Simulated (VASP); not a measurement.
PtSe2:

```
Pt Se
1.0
     3.72400    0.00000    0.00000
    -1.86200    3.22508    0.00000
     0.00000    0.00000    5.06200
Pt Se
1 2
Cartesian
  0.0000 0.0000 0.0000
  0.0000 2.1501 1.2655
  1.8620 1.0750 3.7965
```

| Quantity | Value |
| --- | --- |
| Program | VASP 6.6.1 |
| Task | relaxation of cell and atoms |
| Functional | LDA |
| Potentials or basis | VASP PAW LDA potentials, release 64 (Pt, Se) |
| Cutoff | 600 eV |
| k mesh | 10 × 10 × 6 |
| Occupations | fermi-dirac, width 0.1 eV |
| Spin | no spin polarisation |

At the start: pressure -0.0 GPa; volume 20.27 Å³/atom.

**Question.** How do energy, volume and symmetry change on relaxing?

**Answer.** Over 15 steps the energy falls by 11.5 meV/atom and the volume is 19.28 Å³/atom (-4.9 %); space group P-3m1 (No. 164, to 0.1 Å) before and after.

The path:
| step | energy change (eV) | largest force (eV/Å) | pressure (GPa) | volume (Å³) |
| --- | --- | --- | --- | --- |
| 1 | 0.0000 | 0.2176 | -0.04 | 60.80 |
| 2 | -0.0063 | 0.1194 | -0.89 | 60.75 |
| 3 | -0.0114 | 0.0647 | -2.44 | 60.66 |
| 4 | -0.0131 | 0.0645 | -2.37 | 60.54 |
| 5 | -0.0177 | 0.0634 | -2.22 | 60.20 |
| 6 | -0.0255 | 0.0646 | -1.80 | 59.50 |
| 7 | -0.0335 | 0.0847 | -0.86 | 58.12 |
| 8 | -0.0336 | 0.0904 | -0.71 | 57.94 |
| 9 | -0.0336 | 0.0882 | -0.75 | 57.99 |
| 10 | -0.0343 | 0.0436 | -0.37 | 57.95 |
| 11 | -0.0345 | 0.0049 | -0.05 | 57.91 |
| 12 | -0.0345 | 0.0042 | -0.05 | 57.90 |
| 13 | -0.0345 | 0.0030 | -0.01 | 57.87 |
| 14 | -0.0345 | 0.0001 | 0.04 | 57.81 |
| 15 | -0.0345 | 0.0013 | -0.01 | 57.84 |

Final structure:
```
Pt Se
1.0
     3.74668    0.00000    0.00000
    -1.87334    3.24472    0.00000
     0.00000    0.00000    4.75804
Pt Se
1 2
Direct
  0.00000 0.00000 0.00000
  0.33333 0.66667 0.26506
  0.66667 0.33333 0.73494
```
